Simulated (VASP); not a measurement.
# Ir (Pm-3m) in VASP: notebook, part 2 of 2

VASP 6.6.1.

## Step 5: Single point, PBE

This run uses another cell than the first one, of 17.03 Å³/atom, 0.962 times its volume.

INCAR reads:

```
SYSTEM = Ir
ALGO = Normal
EDIFF = 1E-7
ENCUT = 520
GGA = PE
ISIF = 2
ISMEAR = -1
LASPH = .TRUE.
LCHARG = .FALSE.
LREAL = .FALSE.
LWAVE = .FALSE.
NBANDS = 10
NELM = 60
PREC = Accurate
SIGMA = 0.1
```

KPOINTS reads:

```
k-points
0
G
  13 13 13
  0 0 0
```

POSCAR reads:

```
Ir
1.0
    2.5725744357      0.0000000000      0.0000000000
    0.0000000000      2.5725744357      0.0000000000
    0.0000000000      0.0000000000      2.5725744357
Ir
1
Direct
    0.0000000000      0.0000000000      0.0000000000
```

Potentials or basis: VASP PAW PBE potentials, release 64 (Ir).

The run is started by

```console
> cat potpaw_PBE.64/Ir/POTCAR > POTCAR
> mpirun -np 1 vasp_std > vasp.out
```

OUTCAR:

```text
SYSTEM = Ir
   EDIFF = 1E-7
   ENCUT = 520
   GGA = PE
   ISIF = 2
   ISMEAR = -1
   LASPH = .TRUE.
   LREAL = .FALSE.
   NELM = 60
   PREC = Accurate

 ion  position               nearest neighbor table
   1  0.000  0.000  0.000-

  LATTYP: Found a simple cubic cell.
 ALAT       =     2.5725744357

  Lattice vectors:

 A1 = (   2.5725744357,   0.0000000000,   0.0000000000)
 A2 = (   0.0000000000,   2.5725744357,   0.0000000000)
 A3 = (   0.0000000000,   0.0000000000,   2.5725744357)

Analysis of symmetry for initial positions (statically):
=====================================================================
 Subroutine PRICEL returns:
 Original cell was already a primitive cell.

 Routine SETGRP: Setting up the symmetry group for a
 simple cubic supercell.

 Subroutine GETGRP returns: Found 48 space group operations
 (whereof 48 operations were pure point group operations)
 out of a pool of 48 trial point group operations.

The static configuration has the point symmetry O_h .

Analysis of symmetry for dynamics (positions and initial velocities):
=====================================================================
 Subroutine PRICEL returns:
 Original cell was already a primitive cell.

 Routine SETGRP: Setting up the symmetry group for a
 simple cubic supercell.

 Subroutine GETGRP returns: Found 48 space group operations
 (whereof 48 operations were pure point group operations)
 out of a pool of 48 trial point group operations.

The dynamic configuration has the point symmetry O_h .

 Subroutine INISYM returns: Found 48 space group operations
 (whereof 48 operations are pure point group operations),
 and found     1 'primitive' translations

----------------------------------------------------------------------------------------

                                     Primitive cell

  volume of cell :      17.0257
[... 109 lines left out ...]
  Fermi-wavevector in a.u.,A,eV,Ry     =   1.323694  2.501420 23.839676  1.752167
  Thomas-Fermi vector in A             =   2.453284
   LORBIT       =      0    0 simple, 1 ext, 2 COOP (PROOUT), +10 PAW based schemes
   GGA     = PE    functional components
   LHFCALC =     F    Hartree Fock is set to
   AEXX    =    0.0000 exact exchange contribution
   IVDW    =     0    specifies the selected vdW correction
   LEPSILON=     F    determine dielectric tensor
   LRPA    =     F    only Hartree local field effects (RPA)
 non-spin polarized calculation
  energy-cutoff  :      520.00
  volume of cell :       17.03
 maximum number of plane-waves:       466
 NGX is ok and might be reduce to    20
   NGX =  9   NGY =  9   NGZ =  9

 number of electron       8.9999999 magnetization

 Free energy of the ion-electron system (eV)
  ---------------------------------------------------
  ext. energy  EPLUGINS =         0.00000000
  ---------------------------------------------------
  free energy    TOTEN  =        -7.88486627 eV

  energy without entropy =       -7.83008225  energy(sigma->0) =       -7.85747426

 E-fermi :   7.3674     XC(G=0): -12.7354

 val. band max:        7.3362681702   @ k =   0.2308   0.0769   0.0000
 cond. band min:       7.3706959430   @ k =   0.4615   0.0769   0.0000
 fundamental gap:      0.0344277728
 Fermi energy:         7.3674145828

 k-point     1 :       0.0000    0.0000    0.0000
  band No.  band energies     occupation
      1      -1.6686      2.00000
      2       1.4961      2.00000
      3       1.4961      2.00000
      4       8.6711      0.00000
      5       8.6711      0.00000
      6       8.6711      0.00000
      7      22.9646      0.00000
      8      22.9646      0.00000
      9      22.9646      0.00000
     10      28.8746      0.00000
[... 287 lines left out ...]
 k-point    24 :       0.3846    0.3077    0.0000
  band No.  band energies     occupation
      1       1.9767      2.00000
      2       2.4699      2.00000
      3       6.1282      1.99999
      4       6.5591      1.99938
      5       7.1159      1.85043
      6       8.2931      0.00019
      7      15.4250      0.00000
      8      20.2650      0.00000
      9      24.7649      0.00000
     10      29.0607      0.00000

 [... further k-points ...]

------------------------ aborting loop because EDIFF is reached ----------------------------------------

  FORCE on cell =-STRESS in cart. coord.  units (eV):
  Direction    XX          YY          ZZ          XY          YZ          ZX
  --------------------------------------------------------------------------------------
  -------------------------------------------------------------------------------------
  Total        0.0123686      0.0123686      0.0123686     -0.0000000      0.0000000     -0.0000000
  in kB        1.1639298      1.1639298      1.1639298     -0.0000000      0.0000000     -0.0000000
  external PRESSURE =       1.1639298 kB  Pullay stress =       0.0000000 kB

 VOLUME and BASIS-vectors are now :
 -----------------------------------------------------------------------------
  energy-cutoff  :      520.00
  volume of cell :       17.03
      direct lattice vectors                 reciprocal lattice vectors
     2.572574436  0.000000000  0.000000000     0.388715672  0.000000000  0.000000000
     0.000000000  2.572574436  0.000000000     0.000000000  0.388715672  0.000000000
     0.000000000  0.000000000  2.572574436     0.000000000  0.000000000  0.388715672

 POSITION                                       TOTAL-FORCE (eV/Angst)
 -----------------------------------------------------------------------------------
      0.00000      0.00000      0.00000         0.000000      0.000000      0.000000
 -----------------------------------------------------------------------------------
    total drift:                               -0.000000     -0.000000     -0.000000

  FREE ENERGIE OF THE ION-ELECTRON SYSTEM (eV)
  ---------------------------------------------------
  free  energy   TOTEN  =        -7.8848662733 eV

  energy  without entropy=       -7.8300822505  energy(sigma->0) =       -7.85747426
```

Wall time 22 s (1 thread of AMD EPYC 7R13, shared host); peak memory 0.1 GiB.

What came out:

```
Free energy : -7.8849 eV
Pressure    : 0.1 GPa
```

Caveat: spin-orbit coupling is left out, which moves the levels of the heavy elements.

## Step 6: The runs side by side

```csv
task,spin,cell,k mesh,cutoff (eV),smearing,gap on the mesh (eV),pressure (GPa),moment (μB)
single point,"collinear, ferromagnetic start","a = 2.606 Å, 1 atom",14 × 14 × 14,520,fermi-dirac 0.05 eV,none,-9.0,0.00
single point,"collinear, ferromagnetic start","a = 2.671 Å, 1 atom",14 × 14 × 14,520,fermi-dirac 0.05 eV,none,-21.1,0.00
relaxation of cell and atoms,"collinear, ferromagnetic start","relaxed from a = 2.482 Å, 1 atom",13 × 13 × 13,600,fermi-dirac 0.05 eV,none,0.0,0.00
single point,off,"a = 2.573 Å, 1 atom",13 × 13 × 13,520,fermi-dirac 0.1 eV,none,0.1,-
```

Alike in all rows: level PBE; potentials or basis VASP PAW PBE potentials, release 64 (Ir).

Caveats: spin-orbit coupling is left out, which moves the levels of the heavy elements.

Absolute energies hang on the potentials; compare differences alone.
